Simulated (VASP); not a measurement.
# Ga2Sb2CO in VASP: further runs, part 2 of 2

VASP 6.6.1. Earlier steps stand in the parts before.

### 3 Single point, PBE+D3(BJ)

The input, INCAR:

```
PREC     = Accurate       # precision mode
ENCUT    = 520            # plane-wave cutoff, eV
EDIFF    = 1E-6           # SCF threshold, eV
ISMEAR   = 0              # smearing method
SIGMA    = 0.1            # smearing width, eV
LREAL    = False          # projectors in reciprocal space
LASPH    = True           # aspherical terms in the spheres
NELM     = 120            # most SCF steps
ALGO     = Normal         # electronic algorithm
ISIF     = 2              # what is computed and relaxed
LWAVE    = False          # write WAVECAR
LCHARG   = False          # write CHGCAR
LDIPOL   = True         
IDIPOL   = 3            
DIPOL    = 0.5 0.5 0.348
GGA      = PE             # functional
IVDW     = 12             # dispersion correction
NBANDS   = 42             # bands
GGA_COMPAT= False        
NELMDL   = -8
```

The input, KPOINTS:

```
regular mesh
0
Gamma
  6 6 1
```

The input, POSCAR:

```
Ga2Sb2CO
1.0
    4.3343814647      0.0000000000      0.0000000000
   -2.1671907324      3.7536844581      0.0000000000
    0.0000000000      0.0000000000     23.6197422994
Sb Ga O C
2 2 1 1
Direct
    0.0000000000      0.0000000000      0.1693498578
    0.3333333333      0.6666666667      0.3259656336
    0.3333333333      0.6666666667      0.2068080104
    0.6666666667      0.3333333333      0.3585874135
    1.0000000000      1.0000000000      0.4898335533
    1.0000000000      1.0000000000      0.5385216375
```

Potentials or basis: VASP PAW PBE potentials, release 64 (Sb_d_GW, Ga_d, O, C).

Command:

```
cat potpaw_PBE.64/Sb_d_GW/POTCAR potpaw_PBE.64/Ga_d/POTCAR potpaw_PBE.64/O/POTCAR potpaw_PBE.64/C/POTCAR > POTCAR
mpirun -np 1 vasp_std > vasp.out
```

OUTCAR:

```text
PREC = Accurate
   ENCUT = 520
   EDIFF = 1E-6
   ISMEAR = 0
   LREAL = False
   LASPH = True
   NELM = 120
   ISIF = 2
   GGA = PE
   IVDW = 12
   NELMDL = -8
 IVDW          = 12

 ion  position               nearest neighbor table
   1  0.000  0.000  0.169-   3 2.65   3 2.65   3 2.65
   2  0.333  0.667  0.326-   4 2.62   4 2.62   4 2.62   3 2.81
   3  0.333  0.667  0.207-   1 2.65   1 2.65   1 2.65   2 2.81
   4  0.667  0.333  0.359-   2 2.62   2 2.62   2 2.62
   5  0.000  0.000  0.490-   6 1.15
   6  0.000  0.000  0.539-   5 1.15

  LATTYP: Found a hexagonal cell.
 ALAT       =     4.3343814647
 C/A-ratio  =     5.4493916818

[... 508 lines left out ...]
  Total      -0.12938    -0.12938    -1.16021     0.00000     0.00000    -0.00000
  in kB      -0.53942    -0.53942    -4.83712     0.00000     0.00000    -0.00000
  external pressure =       -1.97 kB  Pullay stress =        0.00 kB

 VOLUME and BASIS-vectors are now :
 -----------------------------------------------------------------------------
  energy-cutoff  :      520.00
  volume of cell :      384.29
      direct lattice vectors                 reciprocal lattice vectors
     4.334381465  0.000000000  0.000000000     0.230713427  0.133202459  0.000000000
    -2.167190732  3.753684458  0.000000000     0.000000000  0.266404918  0.000000000
     0.000000000  0.000000000 23.619742299     0.000000000  0.000000000  0.042337464

 POSITION                                       TOTAL-FORCE (eV/Angst)
 -----------------------------------------------------------------------------------
      0.00000      0.00000      4.00000        -0.000000      0.000000      0.162560
     -0.00000      2.50246      7.69922        -0.000000      0.000000     -0.009423
     -0.00000      2.50246      4.88475         0.000000     -0.000000     -0.139932
      2.16719      1.25123      8.46974         0.000000      0.000000      0.010944
      0.00000      0.00000     11.56974        -0.000000      0.000000      0.646511
      0.00000      0.00000     12.71974        -0.000000      0.000000     -0.670660
 -----------------------------------------------------------------------------------
    total drift:                               -0.000000      0.000000     -0.009899

  FREE ENERGIE OF THE ION-ELECTRON SYSTEM (eV)
  ---------------------------------------------------
  free  energy   TOTEN  =       -29.3070469027 eV

  energy  without entropy=      -29.3006117381  energy(sigma->0) =      -29.30382932

 vacuum level on the upper side and lower side of the slab         2.524         3.563
```

OSZICAR:

```text
N       E                     dE             d eps       ncg     rms          rms(c)
DAV:   1     0.655942230580E+03    0.65594E+03   -0.26528E+04   918   0.104E+04
DAV:   2     0.158210990023E+03   -0.49773E+03   -0.47587E+03  1040   0.188E+03
DAV:   3    -0.494081084379E+01   -0.16315E+03   -0.15973E+03  1166   0.339E+02
DAV:   4    -0.276068125770E+02   -0.22666E+02   -0.22543E+02  1144   0.116E+02
[... 16 lines left out ...]
DAV:  21    -0.283066860259E+02   -0.56217E-04   -0.10103E-05   640   0.268E-02    0.138E-03
DAV:  22    -0.283066978797E+02   -0.11854E-04   -0.14141E-06   552   0.248E-02    0.741E-04
DAV:  23    -0.283067019465E+02   -0.40668E-05   -0.55313E-07   464   0.148E-02    0.464E-04
DAV:  24    -0.283067039900E+02   -0.20435E-05   -0.36010E-07   488   0.168E-02    0.554E-04
DAV:  25    -0.283067048449E+02   -0.85487E-06   -0.28852E-07   428   0.141E-02
   1 F= -.29307047E+02 E0= -.29303829E+02  d E =-.643516E-02
```

stdout:

```text
POSCAR found type information on POSCAR SbGaO C
 POSCAR found :  4 types and       6 ions
 scaLAPACK will be used
 LDA part: xc-table for (Slater+PW92), standard interpolation
 POSCAR, INCAR and KPOINTS ok, starting setup
 FFT: planning ... GRIDC
 FFT: planning ... GRID_SOFT
 FFT: planning ... GRID
 WAVECAR not read
 entering main loop
```

Run time: 6.1 min. Hardware: 1 thread of AMD EPYC 7R43 (Zen 3), shared host; peak memory 0.48 GiB.

What came out:

```yaml
Free_energy: -29.3070 eV
Largest_force: 0.671 eV/Å
Band_gap_on_the_k_mesh: 0.02 eV (least direct gap 0.16 eV)
Dispersion_energy_per_atom: -0.167 eV
```

Forces in eV/Å, atoms in the order of the input:
```
Sb   0.000  0.000  0.163
Sb   0.000  0.000 -0.009
Ga   0.000  0.000 -0.140
Ga   0.000  0.000  0.011
O    0.000  0.000  0.647
C    0.000  0.000 -0.671
```

Levels at points of the mesh, in eV from the valence-band top:
```tsv
k point	band 30	band 31	band 32	band 33	band 34	band 35	band 36	band 37
(0.00, 0.00, 0.00)	-1.12	-1.12	0.00	0.00	0.16	0.90	1.50	1.50
(0.50, 0.00, 0.00)	-2.53	-2.46	-1.30	-1.20	0.38	0.75	1.21	1.36
```

Caveat: spin-orbit coupling is left out, which moves the levels of the heavy elements.

### 4 Single point, PBE+D3(BJ)

The input, INCAR:

```
SYSTEM = Ga2Sb2CO
PREC = Accurate
ENCUT = 520
EDIFF = 1E-6
ISMEAR = 0
SIGMA = 0.1
LREAL = .False.
LASPH = .True.
NELM = 120
ALGO = Normal
ISIF = 2
LWAVE = .False.
LCHARG = .True.
LDIPOL = .True.
IDIPOL = 3
DIPOL = 0.5 0.5 0.348
GGA = PE
IVDW = 12
LELF = .True.
LVHAR = .True.
LVACPOTAV = .True.
NBANDS = 42
GGA_COMPAT = .False.
NELMDL = -8
```

The input, KPOINTS:

```
regular mesh
0
Gamma
  6 6 1
  0 0 0
```

POSCAR, as its differences from that of step 3:

```diff
@@ -12,3 +12,3 @@
     0.6666666667      0.3333333333      0.3585874135
-    1.0000000000      1.0000000000      0.4898335533
-    1.0000000000      1.0000000000      0.5385216375
+    1.3333333333      0.6666666667      0.4898335533
+    1.3333333333      0.6666666667      0.5385216375
```

Command:

```
cat potpaw_PBE.64/Sb_d_GW/POTCAR potpaw_PBE.64/Ga_d/POTCAR potpaw_PBE.64/O/POTCAR potpaw_PBE.64/C/POTCAR > POTCAR
mpirun -np 1 vasp_std > vasp.out
```

Run time: 2.6 min. Hardware: 1 thread of Intel Xeon 6975P-C (Granite Rapids), shared host; peak memory 0.54 GiB.

The run converged. Its results:

* Free energy: -29.2816 eV
* Largest force: 0.708 eV/Å
* Band gap on the k mesh: 0.02 eV (least direct gap 0.18 eV)
* Dispersion energy per atom: -0.167 eV

Forces in eV/Å, atoms in the order of the input:
```
Sb   0.000  0.000  0.156
Sb   0.000  0.000 -0.075
Ga   0.000  0.000 -0.120
Ga   0.000  0.000 -0.004
O    0.000  0.000  0.708
C    0.000  0.000 -0.665
```

Levels at points of the mesh, in eV from the valence-band top:
| k point | band 29 | band 30 | band 31 | band 32 | band 33 | band 34 | band 35 | band 36 | band 37 | band 38 |
| --- | --- | --- | --- | --- | --- | --- | --- | --- | --- | --- |
| (0.00, 0.00, 0.00) | -2.11 | -1.12 | -1.12 | 0.00 | 0.00 | 0.18 | 0.89 | 1.44 | 1.44 | 1.77 |
| (0.50, 0.00, 0.00) | -5.71 | -2.51 | -2.45 | -1.30 | -1.20 | 0.35 | 0.69 | 1.21 | 1.30 | 1.68 |

Caveat: spin-orbit coupling is left out, which moves the levels of the heavy elements.

### 5 The runs side by side

| cell | gap on the mesh (eV) | largest force (eV/Å) |
| --- | --- | --- |
| as given, atomic positions A | 0.06 | 0.75 |
| as given, atomic positions B | 0.02 | 0.67 |
| as given, atomic positions C | 0.02 | 0.71 |

Alike in all rows: task single point; level PBE+D3(BJ); potentials or basis VASP PAW PBE potentials, release 64 (Sb_d_GW, Ga_d, O, C); no spin polarisation; k mesh 6 × 6 × 1; cutoff (eV) 520; smearing gaussian 0.1 eV.

Caveats: spin-orbit coupling is left out, which moves the levels of the heavy elements.

Total energies depend on the potentials used, so only differences within one code and one set of settings carry meaning.
